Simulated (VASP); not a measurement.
**Cs: single point with PBE**

Cs:

```
Cs
1.0
    -3.10769    3.10769    2.85907
     3.10769   -3.10769    2.85907
     3.10769    3.10769   -2.85907
Cs
1
Direct
  0.00000 0.00000 0.00000
```

This cell differs from its parent crystal: ratio of the length along z to the lengths across it x 0.92, volume and fractional coordinates fixed.

| Property | Result |
| --- | --- |
| Program | VASP 6.6.1 |
| Task | single point |
| Functional | PBE |
| Potentials or basis | VASP PAW PBE potentials, release 64 (Cs_sv) |
| Cutoff | 520 eV |
| k mesh | 12 × 12 × 12 |
| Occupations | gaussian, width 0.15 eV |
| Spin | no spin polarisation |
| Dipole correction | no |
| Further INCAR settings | ALGO = Fast; EDIFF = 1e-06; NBANDS = 10 |

```yaml
Pressure: 0.1 GPa
```

Levels at points of the mesh, in eV from the Fermi level:
| k point | band 1 | band 2 | band 3 | band 4 | band 5 | band 6 | band 7 | band 8 | band 9 | band 10 |
| --- | --- | --- | --- | --- | --- | --- | --- | --- | --- | --- |
| (0.00, 0.00, 0.00) | -23.84 | -10.57 | -10.57 | -10.57 | -1.72 | 2.29 | 2.66 | 2.66 | 3.13 | 3.66 |
| (0.50, 0.00, 0.00) | -23.83 | -10.73 | -10.63 | -10.58 | 0.05 | 0.99 | 1.53 | 3.30 | 4.09 | 4.36 |
| (0.50, 0.50, 0.00) | -23.83 | -10.73 | -10.62 | -10.57 | -0.04 | 0.80 | 1.91 | 3.00 | 3.70 | 4.60 |
| (0.50, 0.50, 0.50) | -23.82 | -10.69 | -10.69 | -10.66 | 0.54 | 0.68 | 2.89 | 2.89 | 3.60 | 4.52 |

Wall time 78 s on 1 thread of AMD EPYC 9R45 96-Core Processor (Zen 5), on a shared host, peak memory 0.32 GiB.

Caveat: spin-orbit coupling is left out, which moves the levels of the heavy elements.
